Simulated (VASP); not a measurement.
Set up this calculation in VASP 6.6.1, as the native input.

```
Task                    : single point
Functional              : PBE
Potentials or basis     : VASP PAW PBE potentials, release 64 (Pd_sv_GW)
Cutoff                  : 470 eV
k mesh                  : 9 × 9 × 12
Occupations             : fermi-dirac, width 0.1 eV
Spin                    : no spin polarisation
Dipole correction       : no
k mesh for the DOS      : 14 × 14 × 18
Occupations for the DOS : tetrahedron
Further INCAR settings  : ALGO = Normal; EDIFF = 1e-06; NBANDS = 34
```

Crystal: Pd.

```
Pd
1.0
     3.32316    0.00000    0.00000
    -1.66158    2.87794    0.00000
     0.00000    0.00000    1.96975
Pd
3
Direct
  0.00000 0.00000 0.00000
  0.33333 0.66667 0.50000
  0.66667 0.33333 0.50000
```

This isn't the form of Pd at room conditions, which is fcc.

One way to write it, as run:

POSCAR

```
Pd
1.0
    3.3231582645      0.0000000000      0.0000000000
   -1.6615791323      2.8779394779      0.0000000000
    0.0000000000      0.0000000000      1.9697503203
Pd
3
Direct
    0.0000000000      0.0000000000      0.0000000000
    0.3333333333      0.6666666667      0.5000000000
    0.6666666667      0.3333333333      0.5000000000
```

INCAR.step1

```
SYSTEM = Pd
PREC = Accurate ; ENCUT = 470
EDIFF = 1E-6 ; ISMEAR = -1
SIGMA = 0.1 ; LREAL = .FALSE.
LASPH = .TRUE. ; NELM = 120
ALGO = Normal ; ISIF = 2
LWAVE = .FALSE. ; LCHARG = .TRUE.
LMAXMIX = 4 ; GGA = PE
NBANDS = 34 ; GGA_COMPAT = .FALSE.
NEDOS = 2001 ; LORBIT = 11
```

KPOINTS.step1

```
regular mesh
0
G
  9 9 12
  0 0 0
```

INCAR.step2

```
SYSTEM = Pd
PREC = Accurate ; ENCUT = 470
EDIFF = 1E-6 ; ISMEAR = -5
SIGMA = 0.1 ; LREAL = .FALSE.
LASPH = .TRUE. ; NELM = 120
ALGO = Normal ; ISIF = 2
LWAVE = .FALSE. ; LCHARG = .FALSE.
LMAXMIX = 4 ; GGA = PE
LORBIT = 11 ; NBANDS = 34
NEDOS = 1001 ; ICHARG = 11
GGA_COMPAT = .FALSE.
```

KPOINTS.step2

```
regular mesh
0
G
  14 14 18
  0 0 0
```

Potentials or basis: VASP PAW PBE potentials, release 64 (Pd_sv_GW).

Run with:

```sh
$ cat potpaw_PBE.64/Pd_sv_GW/POTCAR > POTCAR
$ cp INCAR.step1 INCAR
$ cp KPOINTS.step1 KPOINTS
$ mpirun -np 1 vasp_std > vasp.out
$ cp INCAR.step2 INCAR
$ cp KPOINTS.step2 KPOINTS
$ mpirun -np 1 vasp_std > vasp.out
```

It gave:

```
Valence electrons inside the program's atomic spheres : Pd 17.66, 17.82 (each value once)
```

Caveat: atoms lie so close that the PAW spheres overlap strongly, which falsifies energies and pressures.

Wall time 71 s on 1 thread of Intel(R) Xeon(R) 6975P-C (Granite Rapids) (shared host), peak memory 0.24 GiB.
